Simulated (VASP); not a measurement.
# KTaO3 (Pm-3m) in VASP: settings compared

KTaO3 is run at these levels: LDA, PBEsol+D4, b88 exchange, pbe correlation, r2SCAN; tasks: single point, relaxation of cell and atoms.

Everything below comes from runs of VASP 6.6.1. Logs are shortened: lines on timing, memory, paths and dates and some standing lists are left out, and cuts for length are marked.

## (1) The cell of the first run

It takes space group Pm-3m (No. 221, cubic). The conventional cell has a = 4.041 Å, b = 4.041 Å, c = 4.041 Å, α = 90.00°, β = 90.00°, γ = 90.00°. Within 2.7 Å of Ta (site symmetry m-3m) lie 6 O at 2.02 Å. Within 3.8 Å of K (site symmetry m-3m) lie 12 O at 2.86 Å and 8 Ta at 3.50 Å. O (site symmetry 4/mmm) has 2 Ta at 2.02 Å within 2.7 Å.

## (2) Single point, LDA

Input file INCAR:

```
PREC     = Accurate       # precision mode
ENCUT    = 520            # plane-wave cutoff, eV
EDIFF    = 1E-7           # SCF threshold, eV
ISMEAR   = -1             # smearing method
SIGMA    = 0.05           # smearing width, eV
LREAL    = F              # projectors in reciprocal space
LASPH    = T              # aspherical terms in the spheres
NELM     = 80             # most SCF steps
ALGO     = Normal         # electronic algorithm
ISIF     = 2              # what is computed and relaxed
LWAVE    = F              # write WAVECAR
LCHARG   = T              # write CHGCAR
LELF     = T              # ELF
LVHAR    = T            
NBANDS   = 27             # bands
```

Input file KPOINTS:

```
Automatic mesh
0
Gamma
  7 7 7
```

Input file POSCAR:

```
KTaO3
1.0
    4.0407836503      0.0000000000      0.0000000000
    0.0000000000      4.0407836503      0.0000000000
    0.0000000000      0.0000000000      4.0407836503
Ta K O
1 1 3
Direct
    0.0000000000      0.0000000000      0.0000000000
    0.5000000000      0.5000000000      0.5000000000
    0.0000000000      0.0000000000      0.5000000000
    0.0000000000      0.5000000000      0.0000000000
    0.5000000000      0.0000000000      0.0000000000
```

Potentials or basis: VASP PAW LDA potentials, release 64 (Ta_pv, K_sv, O).

Started as:

```
$ cat potpaw_LDA.64/Ta_pv/POTCAR potpaw_LDA.64/K_sv/POTCAR potpaw_LDA.64/O/POTCAR > POTCAR
$ mpirun -np 1 vasp_std > vasp.out
```

OUTCAR:

```text
PREC = Accurate
   ENCUT = 520
   EDIFF = 1E-7
   ISMEAR = -1
   LREAL = F
   LASPH = T
   NELM = 80
   ISIF = 2

 ion  position               nearest neighbor table
   1  0.000  0.000  0.000-   3 2.02   4 2.02   5 2.02   3 2.02   4 2.02   5 2.02   2 3.50   2 3.50
                             2 3.50   2 3.50   2 3.50   2 3.50   2 3.50   2 3.50
   2  0.500  0.500  0.500-   3 2.86   4 2.86   5 2.86   4 2.86   5 2.86   3 2.86   5 2.86   5 2.86
                             3 2.86   4 2.86   4 2.86   3 2.86   1 3.50   1 3.50   1 3.50   1 3.50
   3  0.000  0.000  0.500-   1 2.02   1 2.02   2 2.86   2 2.86   2 2.86   2 2.86
   4  0.000  0.500  0.000-   1 2.02   1 2.02   2 2.86   2 2.86   2 2.86   2 2.86
   5  0.500  0.000  0.000-   1 2.02   1 2.02   2 2.86   2 2.86   2 2.86   2 2.86

  LATTYP: Found a simple cubic cell.
 ALAT       =     4.0407836503

  Lattice vectors:

 A1 = (   4.0407836503,   0.0000000000,   0.0000000000)
 A2 = (   0.0000000000,   4.0407836503,   0.0000000000)
 A3 = (   0.0000000000,   0.0000000000,   4.0407836503)

Analysis of symmetry for initial positions (statically):
=====================================================================
 Subroutine PRICEL returns:
 Original cell was already a primitive cell.

 Routine SETGRP: Setting up the symmetry group for a
 simple cubic supercell.

 Subroutine GETGRP returns: Found 48 space group operations
 (whereof 48 operations were pure point group operations)
 out of a pool of 48 trial point group operations.

The static configuration has the point symmetry O_h .

Analysis of symmetry for dynamics (positions and initial velocities):
=====================================================================
 Subroutine PRICEL returns:
 Original cell was already a primitive cell.

 Routine SETGRP: Setting up the symmetry group for a
 simple cubic supercell.

 Subroutine GETGRP returns: Found 48 space group operations
 (whereof 48 operations were pure point group operations)
 out of a pool of 48 trial point group operations.

The dynamic configuration has the point symmetry O_h .

 Subroutine INISYM returns: Found 48 space group operations
 (whereof 48 operations are pure point group operations),
 and found     1 'primitive' translations

----------------------------------------------------------------------------------------

                                     Primitive cell

  volume of cell :      65.9776

  direct lattice vectors                    reciprocal lattice vectors
     4.040783650  0.000000000  0.000000000     0.247476749  0.000000000  0.000000000
     0.000000000  4.040783650  0.000000000     0.000000000  0.247476749  0.000000000
     0.000000000  0.000000000  4.040783650     0.000000000  0.000000000  0.247476749

  length of vectors
     4.040783650  4.040783650  4.040783650     0.247476749  0.247476749  0.247476749

  position of ions in fractional coordinates (direct lattice)
     0.000000000  0.000000000  0.000000000
     0.500000000  0.500000000  0.500000000
     0.000000000  0.000000000  0.500000000
     0.000000000  0.500000000  0.000000000
     0.500000000  0.000000000  0.000000000

  ion indices of the primitive-cell ions
   primitive index   ion index
                 1           1
                 2           2
                 3           3
                 4           4
                 5           5

----------------------------------------------------------------------------------------

 KPOINTS: Automatic mesh

Automatic generation of k-mesh.
 Grid dimensions read from file:
 generate k-points for:    7    7    7

 Generating k-lattice:

  Cartesian coordinates                     Fractional coordinates (reciprocal lattice)
     0.035353821  0.000000000  0.000000000     0.142857143  0.000000000  0.000000000
     0.000000000  0.035353821  0.000000000     0.000000000  0.142857143  0.000000000
     0.000000000  0.000000000  0.035353821     0.000000000  0.000000000  0.142857143

  Length of vectors
     0.035353821  0.035353821  0.035353821

  Shift w.r.t. Gamma in fractional coordinates (k-lattice)
     0.000000000  0.000000000  0.000000000

 Subroutine IBZKPT returns following result:
 ===========================================

 Found     20 irreducible k-points:

 Following reciprocal coordinates:
            Coordinates               Weight
  0.000000  0.000000  0.000000      1.000000
  0.142857  0.000000  0.000000      6.000000
  0.285714  0.000000  0.000000      6.000000
  0.428571  0.000000  0.000000      6.000000
  0.142857  0.142857  0.000000     12.000000
  0.285714  0.142857  0.000000     24.000000
[... 12 lines left out ...]
  0.428571  0.428571  0.285714     24.000000
  0.428571  0.428571  0.428571      8.000000
   k-points           NKPTS =     20   k-points in BZ     NKDIM =     20   number of bands    NBANDS=     27
   number of dos      NEDOS =    301   number of ions     NIONS =      5
   total plane-waves  NPLWV =  27000
   dimension x,y,z NGX =    30 NGY =   30 NGZ =   30
   dimension x,y,z NGXF=    60 NGYF=   60 NGZF=   60
   ions per type =               1   1   3
   NGX,Y,Z   is equivalent  to a cutoff of  12.34, 12.34, 12.34 a.u.
   NGXF,Y,Z  is equivalent  to a cutoff of  24.69, 24.69, 24.69 a.u.
 SYSTEM =  unknown system
   PREC   = accura    normal or accurate (medium, high low for compatibility)
   ISTART =      0    job   : 0-new  1-cont  2-samecut
   ICHARG =      2    charge: 1-file 2-atom 10-const
   ISPIN  =      1    spin polarized calculation?
   LNONCOLLINEAR =      F non collinear calculations
   LSORBIT =      F    spin-orbit coupling
   LASPH  =      T    aspherical Exc in radial PAW
   ENCUT  =  520.0 eV  38.22 Ry    6.18 a.u.   7.51  7.51  7.51*2*pi/ulx,y,z
   NELM   =     80;   NELMIN=  2; NELMDL= -5     # of ELM steps
   EDIFF  = 0.1E-06   stopping-criterion for ELM
   LREAL  =      F    real-space projection
   EDIFFG = 0.1E-05   stopping-criterion for IOM
   NSW    =      0    number of steps for IOM
   IBRION =     -1    ionic relax: 0-MD 1-quasi-New 2-CG
   NFREE  =      0    steps in history (QN), initial steepest desc. (CG)
   ISIF   =      2    stress and relaxation
   ISYM   =      2    0-nonsym 1-usesym 2-fastsym
   POTIM  = 0.5000    time-step for ionic-motion
   TEBEG  =    0.0;   TEEND  =   0.0 temperature during run
   PSTRESS=    0.0 pullay stress
   NELECT =      38.0000    total number of electrons
   NUPDOWN=      -1.0000    fix difference up-down
   EMIN   =  10.00;   EMAX   =-10.00  energy-range for DOS
   EFERMI =   0.00;   METHOD = LEGACY
   ISMEAR =    -1;   SIGMA  =   0.05  broadening in eV -4-tet -1-fermi 0-gaus
   EFERMI_NEDOS =   21; number of points for ismear=-14 and -15
   IALGO  =     38    algorithm
   IMIX   =      4    mixing-type and parameters
     AMIX     =   0.40;   BMIX     =  1.00
     AMIX_MAG =   1.60;   BMIX_MAG =  1.00
  volume/ion in A,a.u.               =      13.20        89.05
  Fermi-wavevector in a.u.,A,eV,Ry     =   1.362084  2.573965 25.242504  1.855272
  Thomas-Fermi vector in A             =   2.488604
   LORBIT       =      0    0 simple, 1 ext, 2 COOP (PROOUT), +10 PAW based schemes
   GGA     = CA    functional components
   LHFCALC =     F    Hartree Fock is set to
   AEXX    =    0.0000 exact exchange contribution
   IVDW    =     0    specifies the selected vdW correction
   LEPSILON=     F    determine dielectric tensor
   LRPA    =     F    only Hartree local field effects (RPA)
 non-spin polarized calculation
  energy-cutoff  :      520.00
  volume of cell :       65.98
 maximum number of plane-waves:      1800
 NGX is ok and might be reduce to    30
   NGX = 15   NGY = 15   NGZ = 15

 number of electron      37.9999981 magnetization

 Free energy of the ion-electron system (eV)
  ---------------------------------------------------
  ext. energy  EPLUGINS =         0.00000000
  ---------------------------------------------------
  free energy    TOTEN  =       -44.91592307 eV

  energy without entropy =      -44.91592307  energy(sigma->0) =      -44.91592307

 E-fermi :   2.2338     XC(G=0): -11.2302

 val. band max:        1.1968231652   @ k =   0.4286   0.4286   0.4286
 cond. band min:       3.1937416173   @ k =   0.0000   0.0000   0.0000
 fundamental gap:      1.9969184521
 Fermi energy:         2.2337671233

 k-point     1 :       0.0000    0.0000    0.0000
  band No.  band energies     occupation
      1     -32.8292      2.00000
      2     -32.8292      2.00000
      3     -32.8292      2.00000
      4     -25.6510      2.00000
      5     -15.8620      2.00000
      6     -15.1357      2.00000
[... 19 lines left out ...]
     26       9.0174      0.00000
     27       9.0174      0.00000

 k-point     2 :       0.1429    0.0000    0.0000
  band No.  band energies     occupation
      1     -32.8434      2.00000
      2     -32.8286      2.00000
      3     -32.8286      2.00000
      4     -25.6463      2.00000
      5     -15.8067      2.00000
      6     -15.1316      2.00000
[... 19 lines left out ...]
     26       9.2669      0.00000
     27       9.3060      0.00000

 k-point     3 :       0.2857    0.0000    0.0000
  band No.  band energies     occupation
      1     -32.8749      2.00000
      2     -32.8274      2.00000
      3     -32.8274      2.00000
      4     -25.6358      2.00000
      5     -15.7500      2.00000
      6     -15.1220      2.00000
[... 19 lines left out ...]
     26       9.8542      0.00000
     27      10.3205      0.00000

 k-point     4 :       0.4286    0.0000    0.0000
  band No.  band energies     occupation
      1     -32.9000      2.00000
      2     -32.8264      2.00000
      3     -32.8264      2.00000
      4     -25.6273      2.00000
      5     -15.7448      2.00000
      6     -15.1145      2.00000
[... 19 lines left out ...]
     26      10.3593      0.00000
     27      11.5279      0.00000
[... 396 lines left out ...]
      4     -25.6100      2.00000
      5     -14.9337      2.00000
      6     -14.6428      2.00000
[... 19 lines left out ...]
     26      11.3812      0.00000
     27      11.8228      0.00000

 k-point    19 :       0.4286    0.4286    0.2857
  band No.  band energies     occupation
      1     -32.8945      2.00000
      2     -32.8944      2.00000
      3     -32.8686      2.00000
      4     -25.6051      2.00000
      5     -14.7776      2.00000
      6     -14.3944      2.00000
[... 19 lines left out ...]
     26      11.7578      0.00000
     27      12.0547      0.00000

 k-point    20 :       0.4286    0.4286    0.4286
  band No.  band energies     occupation
      1     -32.8934      2.00000
      2     -32.8933      2.00000
      3     -32.8933      2.00000
      4     -25.6002      2.00000
      5     -14.4056      2.00000
      6     -14.3456      2.00000
[... 19 lines left out ...]
     26      11.7248      0.00000
     27      12.9739      0.00000

------------------------ aborting loop because EDIFF is reached ----------------------------------------

  FORCE on cell =-STRESS in cart. coord.  units (eV):
  Direction    XX          YY          ZZ          XY          YZ          ZX
  --------------------------------------------------------------------------------------
  -------------------------------------------------------------------------------------
  Total       -4.7461382     -4.7461382     -4.7461382      0.0000000      0.0000000     -0.0000000
  in kB     -115.2535124   -115.2535124   -115.2535124      0.0000000      0.0000000     -0.0000000
  external PRESSURE =    -115.2535124 kB  Pullay stress =       0.0000000 kB

 VOLUME and BASIS-vectors are now :
 -----------------------------------------------------------------------------
  energy-cutoff  :      520.00
  volume of cell :       65.98
      direct lattice vectors                 reciprocal lattice vectors
     4.040783650  0.000000000  0.000000000     0.247476749  0.000000000  0.000000000
     0.000000000  4.040783650  0.000000000     0.000000000  0.247476749  0.000000000
     0.000000000  0.000000000  4.040783650     0.000000000  0.000000000  0.247476749

 POSITION                                       TOTAL-FORCE (eV/Angst)
 -----------------------------------------------------------------------------------
      0.00000      0.00000      0.00000         0.000000      0.000000      0.000000
      2.02039      2.02039      2.02039         0.000000      0.000000      0.000000
      0.00000      0.00000      2.02039         0.000000      0.000000      0.000000
      0.00000      2.02039      0.00000         0.000000      0.000000      0.000000
      2.02039      0.00000      0.00000         0.000000      0.000000      0.000000
 -----------------------------------------------------------------------------------
    total drift:                                0.000000     -0.000000      0.000000

  FREE ENERGIE OF THE ION-ELECTRON SYSTEM (eV)
  ---------------------------------------------------
  free  energy   TOTEN  =       -44.9159230686 eV

  energy  without entropy=      -44.9159230681  energy(sigma->0) =      -44.91592307
```

Run time: 65 s. Hardware: 1 thread of AMD EPYC 7R13, shared host; peak memory 0.14 GiB.

What came out:

- Free energy: -44.9159 eV
- Pressure: -11.5 GPa
- Band gap on the k mesh: 2.00 eV (least direct gap 2.58 eV)

Caveat: the cell stands under tension; spin-orbit coupling is left out, which moves the levels of the heavy elements; an odd mesh through Γ misses points on the zone boundary, where band edges can lie.

[end of part 1 of 3]
